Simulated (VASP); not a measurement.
Here is a VASP 6.6.1 calculation.

The input INCAR:

```
SYSTEM = TiHg
ALGO = Normal ; EDIFF = 1E-7
ENCUT = 520 ; ISIF = 2
ISMEAR = 0 ; LASPH = .True.
LCHARG = .True. ; LELF = .True.
LREAL = .False. ; LVHAR = .True.
LWAVE = .False. ; NBANDS = 19
NELM = 100 ; PREC = Accurate
SIGMA = 0.01
```

File KPOINTS:

```
k-points
0
Gamma
  11 11 9
  0 0 0
```

Contents of POSCAR:

```
TiHg
1.0
    2.9488200000      0.0000000000      0.0000000000
    0.0000000000      2.9488200000      0.0000000000
    0.0000000000      0.0000000000      4.2076218242
Ti Hg
1 1
Direct
    0.5000000000      0.5000000000      0.5000000000
    0.0000000000      0.0000000000      0.0000000000
```

Potentials or basis: VASP PAW LDA potentials, release 64 (Ti_sv, Hg).

Command:

```bash
$ cat potpaw_LDA.64/Ti_sv/POTCAR potpaw_LDA.64/Hg/POTCAR > POTCAR
$ mpirun -np 1 vasp_std > vasp.out
```

Predict the band gap on the k mesh.

zero (bands 12 and 13 overlap by 1.10 eV).

Estimate the pressure.

-6.2 GPa.

Stress tensor (GPa, compression positive):
```
-5.26  0.00  0.00
 0.00 -5.26  0.00
 0.00  0.00 -7.94
```

Caveat: the cell stands under tension; spin-orbit coupling is left out, which moves the levels of the heavy elements.
